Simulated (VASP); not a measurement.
# AlAs: single point with PBE

AlAs:

```
Al As
1.0
     0.00000    2.83790    2.83790
     2.83790    0.00000    2.83790
     2.83790    2.83790    0.00000
Al As
1 1
Direct
  0.00000 0.00000 0.00000
  0.75000 0.75000 0.75000
```

| Property | Result |
| --- | --- |
| Program | VASP 6.6.1 |
| Task | single point |
| Functional | PBE |
| Potentials or basis | VASP PAW PBE potentials, release 64 (Al, As) |
| Cutoff | 500 eV |
| k mesh | 6 × 6 × 6 |
| Occupations | gaussian, width 0.1 eV |
| Spin | no spin polarisation |

| Quantity | Value |
| --- | --- |
| Pressure | 2.2 GPa |
| Band gap on the k mesh | 1.45 eV, indirect (least direct gap 2.00 eV) |

Levels at points of the mesh, in eV from the valence-band top:
```
           k point  band 2  band 3  band 4  band 5  band 6  band 7
(0.00, 0.00, 0.00)    0.00    0.00    0.00    2.00    4.27    4.27
(0.50, 0.00, 0.00)   -5.54   -0.82   -0.82    2.11    4.67    4.67
(0.50, 0.50, 0.00)   -5.41   -2.16   -2.16    1.45    2.29   10.27
```

Run time: 8.8 s on 1 thread of AMD EPYC 7R43 64-Core Processor (Zen 3), on a shared host, peak memory 0.13 GiB.

A k mesh can miss the band edges.
